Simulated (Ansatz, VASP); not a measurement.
**Two plane-wave programs on Cu**

```xyz
1
Lattice="-1.4428 1.4428 1.3761 1.4428 -1.4428 1.3761 1.4428 1.4428 -1.3761" Properties=species:S:1:pos:R:3 pbc="T T T"
Cu    0.0000    0.0000    0.0000
```

Alike in both runs: task single point; functional r2SCAN; dispersion D3(BJ); k mesh 13 × 13 × 13; occupations tetrahedron; collinear spin.

```csv
,VASP,Ansatz
version,VASP 6.6.1,Ansatz 0.2.0
potentials or method,"VASP PAW PBE potentials, release 64 (Cu)",PseudoDojo standard (LDA files)
plane-wave cutoff (eV),520,1252
valence electrons in the cell,11,19
```

|  | VASP | Ansatz | Ansatz less VASP |
| --- | --- | --- | --- |
| gap on the k mesh at the Fermi level (eV) | none | none | - |
| pressure (GPa) | -3.1 | -2.9 | +0.23 |
| net moment per atom (μB) | 0.00 | 0.00 | 0.000 |

VASP's potentials were made for PBE, not for r2SCAN. A gap of «none» marks a metal or a gap that the smearing closes. VASP's potentials hold 11 valence electrons a cell and Ansatz's 19, so a difference there can come from the potentials and not from the codes.

Noted on Ansatz's run: the meta-GGA runs on potentials made for a GGA; the magnetic or orbital state may not be the lowest.
